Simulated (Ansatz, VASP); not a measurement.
# SnO2 in VASP and in Ansatz

```
Sn O
1.0
     4.72127    0.00000    0.00000
     0.00000    4.72425    0.00000
     0.00000    0.00000    3.19002
Sn O
2 4
Direct
  0.50000 0.50000 0.50000
  0.00000 0.00000 0.00000
  0.30557 0.30657 0.00000
  0.80557 0.19343 0.45298
  0.19443 0.80657 0.54702
  0.69443 0.69343 0.00000
```

Change from the starting cell: mode 12 (466.8 1/cm) frozen in, largest displacement -0.150 Å.

Alike in both runs: task single point; functional LDA; k mesh 6 × 6 × 8; occupations gaussian, width 0.05 eV; no spin polarisation.

|  | VASP | Ansatz |
| --- | --- | --- |
| version | VASP 6.6.1 | Ansatz 0.2.0 |
| potentials or method | VASP PAW LDA potentials, release 64 (Sn_d, O), cutoff 520 eV | scalar-relativistic, plane waves, PAW |
| valence electrons in the cell | 52 | 52 |

```csv
,VASP,Ansatz,Ansatz less VASP
gap on the k mesh at the Fermi level (eV),1.20,1.17,-0.034
least direct gap on the mesh (eV),1.20,1.17,-0.034
pressure (GPa),3.0,1.9,-1.04
"traceless stress, the component that is largest in VASP (GPa)",-4.17,-3.97,+0.200
rms of the force components (eV/Å),0.691,0.677,-0.0135
```

LDA's correlation is that of Perdew and Zunger in VASP and of Perdew and Wang (1992) in Ansatz. Atom by atom the forces differ by 0.017 eV/Å (rms over components).
